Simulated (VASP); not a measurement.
A run of VASP 6.6.1 is set up as follows.

INCAR

```
ALGO = Normal
EDIFF = 1E-8
ENCUT = 630
GGA = CA
GGA_COMPAT = False
IBRION = 8
ISIF = 2
ISMEAR = 0
LASPH = True
LCHARG = True
LEPSILON = True
LREAL = False
LWAVE = False
NBANDS = 34
NELM = 120
NSW = 1
PREC = Accurate
SIGMA = 0.01
```

File KPOINTS:

```
k-points
0
Gamma
  6 6 4
```

Contents of POSCAR:

```
CdS
1.0
    4.0744095621      0.0000000000      0.0000000000
   -2.0372047810      3.5285421862      0.0000000000
    0.0000000000      0.0000000000      6.6375634320
Cd S
2 2
Direct
    0.6666666667      0.3333333333      0.5004406314
    0.3333333333      0.6666666667      0.0004406314
    0.6666666667      0.3333333333      0.8765593686
    0.3333333333      0.6666666667      0.3765593686
```

Potentials or basis: VASP PAW LDA potentials, release 64 (Cd_sv_GW, S).

Launch:

```sh
$ cat potpaw_LDA.64/Cd_sv_GW/POTCAR potpaw_LDA.64/S/POTCAR > POTCAR
$ mpirun -np 1 vasp_std > vasp.out
```

Task: What does it give for the electronic dielectric tensor (diagonal)?

Result: 7.58, 7.58, 7.36.

Task: What does it give for the Born charges (mean of the diagonal)?

Result: Cd +2.16; S -2.16 e.

Task: Predict the highest phonon frequency at Γ, LO-TO splitting left out.

Result: 307 cm⁻¹.

Electronic dielectric tensor:
```
7.58 0.00 0.00
0.00 7.58 0.00
0.00 0.00 7.36
```
